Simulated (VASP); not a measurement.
Au: single point with LDA

Au:

```
Au
1.0
     0.00000    2.02296    2.02296
     2.02296    0.00000    2.02296
     2.02296    2.02296    0.00000
Au
1
Direct
  0.00000 0.00000 0.00000
```

| Item | Value |
| --- | --- |
| Program | VASP 6.6.1 |
| Task | single point |
| Functional | LDA |
| Potentials or basis | VASP PAW LDA potentials, release 64 (Au) |
| Cutoff | 520 eV |
| k mesh | 13 × 13 × 13 |
| Occupations | methfessel-paxton, width 0.2 eV |
| Spin | no spin polarisation |
| Dipole correction | no |
| Further INCAR settings | ALGO = Normal; EDIFF = 1e-07; NBANDS = 12 |

```json
{"Pressure": "0.4 GPa"}
```

Levels at points of the mesh, in eV from the Fermi level:
```tsv
k point	band 3	band 4	band 5	band 6	band 7	band 8	band 9	band 10
(0.00, 0.00, 0.00)	-4.94	-4.94	-3.32	-3.32	14.38	18.50	18.50	18.50
```

Run time: 18 s on 1 thread of Intel Xeon 8259CL, on a shared host, peak memory 0.14 GiB.

Caveat: spin-orbit coupling is left out, which moves the levels of the heavy elements.
